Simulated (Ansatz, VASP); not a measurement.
**C: VASP beside Ansatz**

The input POSCAR:

```
C
1.0
    1.7932606855      0.0000000000      0.0000000000
    0.0000000000      1.7932606855      0.0000000000
    0.0000000000      0.0000000000      1.7932606855
C
1
Direct
    0.0000000000      0.0000000000      0.0000000000
```

File INCAR.step1:

```
  PREC = Accurate
  ENCUT = 520
  ISMEAR = -1
  SIGMA = 0.1
  LREAL = False
  LASPH = True
  NELM = 100
  NBANDS = 8
  GGA = PE
  ALGO = Normal
  EDIFF = 1E-4
  LWAVE = True
  LCHARG = False
```

File INCAR.step2:

```
  PREC = Accurate
  ENCUT = 520
  EDIFF = 1E-6
  ISMEAR = -1
  SIGMA = 0.1
  LREAL = False
  LASPH = True
  NELM = 100
  ALGO = Normal
  ISIF = 2
  LWAVE = False
  LCHARG = True
  METAGGA = R2SCAN
  LMIXTAU = True
  LELF = True
  LVHAR = True
  NBANDS = 8
  ISTART = 1
```

KPOINTS

```
regular mesh
0
Gamma
  20 20 20
```

Input for Ansatz:

```yaml
crystal:
  lattice:
    - [1.7932606855, 0.0, 0.0]
    - [0.0, 1.7932606855, 0.0]
    - [0.0, 0.0, 1.7932606855]
  atoms:
    - { symbol: C, position: [0.0, 0.0, 0.0] }
hamiltonian:
  xc: r2scan
  pseudopotentials:
    kind: paw
    azcp:
      C: "pseudopotentials/C.paw.azcp"
basis:
  ecutwfc: 500
  fft_grid_basis: typed
kpoints:
  mp_grid: { grid: [20, 20, 20], shift: [0, 0, 0] }
magnetization:
  spin_polarized: false
scf:
  occupations: { method: fermi_dirac, width: 0.1 }
  lower_state_search: "off"
output:
  stress: true
  write_density: true
  write_potential: true
  elf: true
  volumetric_format: npy
```

Alike in both runs: task single point; functional r2SCAN; k mesh 20 × 20 × 20; occupations fermi-dirac, width 0.1 eV; no spin polarisation.

|  | VASP | Ansatz |
| --- | --- | --- |
| version | VASP 6.6.1 | Ansatz 0.2.0 |
| potentials or method | VASP PAW PBE potentials, release 64 (C), cutoff 520 eV | plane waves (500 eV) with PAW, scalar-relativistic |
| valence electrons in the cell | 4 | 4 |

```tsv
	VASP	Ansatz	Ansatz less VASP
pressure (GPa)	-7.4	-8.0	-0.58
```

VASP's potentials were made for PBE, not for r2SCAN. With one functional, cell and mesh, what is left measures potentials, basis and numerics.
